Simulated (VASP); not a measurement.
Write the native input for VASP 6.6.1 that does the following.

| Item | Value |
| --- | --- |
| Task | relaxation of cell and atoms |
| Functional | PBE |
| Potentials or basis | VASP PAW PBE potentials, release 64 (Pd, Pt, S) |
| Cutoff | 600 eV |
| k mesh | 12 × 12 × 2 |
| Occupations | gaussian, width 0.02 eV |
| Spin | no spin polarisation |
| Dipole correction | no |
| Further INCAR settings | ALGO = Normal; EDIFF = 1e-07; IBRION = 2; EDIFFG = -0.01; NSW = 100; ISIF = 3 |

The structure of PdPt2S6 lies in POSCAR:

```
PdPt2S6
1.0
    3.5712623790      0.0000000000      0.0000000000
   -1.7856311895      3.0928039438      0.0000000000
    0.0000000000      0.0000000000     18.9619119872
Pd Pt S
1 2 6
Direct
    0.0000000000      0.0000000000      0.0000000000
    0.0000000000      0.0000000000      0.3322918863
    0.0000000000      0.0000000000      0.6677081137
    0.3333333333      0.6666666667      0.0648732315
    0.3333333333      0.6666666667      0.3971817029
    0.3333333333      0.6666666667      0.7325914959
    0.6666666667      0.3333333333      0.2674085041
    0.6666666667      0.3333333333      0.6028182971
    0.6666666667      0.3333333333      0.9351267685
```

These files were run (other wordings do the same):

INCAR

```
PREC = Accurate
ENCUT = 600
EDIFF = 1E-7
ISMEAR = 0
SIGMA = 0.02
LREAL = False
LASPH = True
NELM = 60
ALGO = Normal
ISIF = 3
LWAVE = False
LCHARG = False
GGA = PE
IBRION = 2
NSW = 100
EDIFFG = -0.01
```

KPOINTS

```
Automatic mesh
0
Gamma
  12 12 2
```

Potentials or basis: VASP PAW PBE potentials, release 64 (Pd, Pt, S).

The run is started by

```console
$ cat potpaw_PBE.64/Pd/POTCAR potpaw_PBE.64/Pt/POTCAR potpaw_PBE.64/S/POTCAR > POTCAR
$ mpirun -np 1 vasp_std > vasp.out
```

It gave:

The relaxed volume is 23.21 Å³/atom and the relaxed cell is a = 3.568 Å, b = 3.568 Å, c = 18.952 Å, α = 90.00°, β = 90.00°, γ = 120.00°. The space group after relaxing (to 0.1 Å) is P-3m1 (No. 164), the energy gained by relaxing is 0.1 meV/atom and the ionic steps are 3. The pressure after relaxing is 0.0 GPa. The largest force after relaxing is 0.004 eV/Å and the band gap on the k mesh is 1.06 eV (least direct gap 1.20 eV).

Caveat: spin-orbit coupling is left out, which moves the levels of the heavy elements; this functional lacks dispersion, which binds layers or chains, so the pressure and a relaxed spacing across them are unreliable.

Wall time 23 min on 1 thread of Oxide Virtual Turin-like Processor, with other jobs on the host, peak memory 0.6 GiB.
